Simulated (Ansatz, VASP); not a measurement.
## AgI: VASP beside Ansatz

```
Ag I
1.0
     4.74196    0.00000    0.00000
    -2.37098    4.10665    0.00000
     0.00000    0.00000    7.74877
Ag I
2 2
Direct
  0.66667 0.33333 0.62752
  0.33333 0.66667 0.12752
  0.66667 0.33333 0.00248
  0.33333 0.66667 0.50248
```

Alike in both runs: task single point; functional r2SCAN; k mesh 6 × 6 × 4; no spin polarisation.

|  | VASP | Ansatz |
| --- | --- | --- |
| version | VASP 6.6.1 | Ansatz 0.2.0 |
| potentials or method | VASP PAW PBE potentials, release 64 (Ag, I) | plane waves, PAW |
| plane-wave cutoff (eV) | 550 | 500 |
| occupations | gaussian, width 0.01 eV | fixed |
| valence electrons in the cell | 36 | 72 |

Ansatz gave:

| Quantity | Value |
| --- | --- |
| gap on the k mesh at the Fermi level (eV) | 1.86 |
| pressure (GPa) | -1.5 |

Q: Which values does VASP return?

A: gap on the k mesh at the Fermi level (eV): 1.83; pressure (GPa): -1.5.

VASP's potentials were made for PBE, not for r2SCAN. VASP's potentials hold 36 valence electrons a cell and Ansatz's 72, so a difference there can come from the potentials and not from the codes.

Neither program's run includes spin-orbit coupling.
